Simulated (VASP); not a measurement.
Write the native input for VASP 6.6.1 that does the following.

```
Task                   : single point
Functional             : PBE
Potentials or basis    : VASP PAW PBE potentials, release 64 (Cd, Te)
Cutoff                 : 520 eV
k mesh                 : 4 × 4 × 2
Occupations            : gaussian, width 0.2 eV
Spin                   : no spin polarisation
Dipole correction      : no
Further INCAR settings : ALGO = Normal; EDIFF = 1e-07; NBANDS = 32
```

The structure of Cd3Te2 lies in POSCAR:

```
Cd3Te2
1.0
    4.8204529007      0.0000000000      0.0000000000
   -2.4102264504      4.1746346698      0.0000000000
    0.0000000000      0.0000000000      8.1912833506
Cd Te
3 2
Direct
    0.3333333333      0.6666666667      0.6298082541
    0.6666666667      0.3333333333      0.3701917459
    0.0000000000      0.0000000000      0.0000000000
    0.6666666667      0.3333333333      0.7427803235
    0.3333333333      0.6666666667      0.2572196765
```

One way to write it, as run:

INCAR

```
ALGO = Normal
EDIFF = 1E-7
ENCUT = 520
GGA = PE
ISIF = 2
ISMEAR = 0
LASPH = T
LCHARG = F
LREAL = F
LWAVE = F
NBANDS = 32
NELM = 80
PREC = Accurate
SIGMA = 0.2
```

KPOINTS

```
k-points
0
Gamma
  4 4 2
```

Potentials or basis: VASP PAW PBE potentials, release 64 (Cd, Te).

Run with:

```console
$ cat potpaw_PBE.64/Cd/POTCAR potpaw_PBE.64/Te/POTCAR > POTCAR
$ mpirun -np 1 vasp_std > vasp.out
```

Results of the run:

```json
{
  "Pressure": "0.1 GPa",
  "Largest force": "0.013 eV/Å",
  "Band gap on the k mesh": "zero (bands 24 and 25 overlap by 0.39 eV)"
}
```

Caveat: the k points lie up to 0.38 Å⁻¹ apart; semilocal functionals underestimate gaps, and a narrow one can read as zero; spin-orbit coupling is left out, which moves the levels of the heavy elements.

It took 2 min on 1 thread of Intel Xeon 8259CL, with other jobs on the host, peak memory 0.27 GiB.
